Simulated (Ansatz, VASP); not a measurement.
## B: VASP beside Ansatz

File INCAR:

```
SYSTEM = B
  PREC = Accurate
  ENCUT = 520
  EDIFF = 1E-7
  ISMEAR = -1
  SIGMA = 0.1
  LREAL = .FALSE.
  LASPH = .TRUE.
  NELM = 100
  ALGO = Normal
  ISIF = 2
  LWAVE = .FALSE.
  LCHARG = .FALSE.
  GGA = B5
  ALDAX = 1.0
  AGGAX = 1.0
  AGGAC = 1.0
  ALDAC = 0.0
  NBANDS = 8
```

File KPOINTS:

```
regular mesh
0
G
  21 21 21
  0 0 0
```

File POSCAR:

```
B
1.0
    0.0000000000      1.4669589162      1.4669589162
    1.4669589162      0.0000000000      1.4669589162
    1.4669589162      1.4669589162      0.0000000000
B
1
Direct
    0.0000000000      0.0000000000      0.0000000000
```

Input for Ansatz:

```yaml
crystal:
  lattice:
    - [0.0, 1.4669589162, 1.4669589162]
    - [1.4669589162, 0.0, 1.4669589162]
    - [1.4669589162, 1.4669589162, 0.0]
  atoms:
    - { symbol: B, position: [0.0, 0.0, 0.0] }
hamiltonian:
  xc: blyp
  pseudopotentials:
    kind: paw
    azcp:
      B: "pseudopotentials/B.paw.azcp"
basis:
  ecutwfc: 420
  fft_grid_basis: typed
kpoints:
  mp_grid: { grid: [21, 21, 21], shift: [0, 0, 0] }
magnetization:
  spin_polarized: false
scf:
  occupations: { method: fermi_dirac, width: 0.1 }
  lower_state_search: "off"
output:
  stress: true
```

Alike in both runs: task single point; functional BLYP; k mesh 21 × 21 × 21; occupations fermi-dirac, width 0.1 eV; no spin polarisation.

|  | VASP | Ansatz |
| --- | --- | --- |
| version | VASP 6.6.1 | Ansatz 0.2.0 |
| potentials or method | VASP PAW PBE potentials, release 64 (B), cutoff 520 eV | plane waves (420 eV) with PAW, scalar-relativistic |
| valence electrons in the cell | 3 | 3 |

|  | VASP | Ansatz | Ansatz less VASP |
| --- | --- | --- | --- |
| pressure (GPa) | -8.5 | -8.7 | -0.16 |

VASP's potentials were made for PBE, not for BLYP.
